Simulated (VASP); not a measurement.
Crystal: SiNi3.

```
Si Ni
1.0
     3.54200    0.00000    0.00000
     0.00000    3.54200    0.00000
     0.00000    0.00000    3.54200
Si Ni
1 3
Direct
  0.00000 0.00000 0.00000
  0.00000 0.50000 0.50000
  0.50000 0.00000 0.50000
  0.50000 0.50000 0.00000
```

Base run:

```yaml
Program: VASP 6.6.1
Functional: PBE
Potentials_or_basis: VASP PAW PBE potentials, release 64 (Si, Ni)
Cutoff: 520 eV
k_mesh: 7 × 7 × 7
Occupations: fermi-dirac, width 0.05 eV
Spin: collinear spin, ferromagnetic start
Starting_moments: "[0.0, 0.3, 0.3, 0.3] μB"
Fixed_moment: 0.9 μB
```

Its results: pressure -4.9 GPa; site moments Si +0.01; Ni +0.30 μB.

**Question.** The run is repeated on the same cell with these changes: fixed moment from 0.9 μB to 1.5 μB; moments at the start from [0.0, 0.3, 0.3, 0.3] to [0.0, 0.5, 0.5, 0.5]. What comes out?

**Answer.** Pressure -3.6 GPa; site moments Si +0.03; Ni +0.49 μB.

Caveats: the total moment is fixed, so each spin has its own Fermi level.
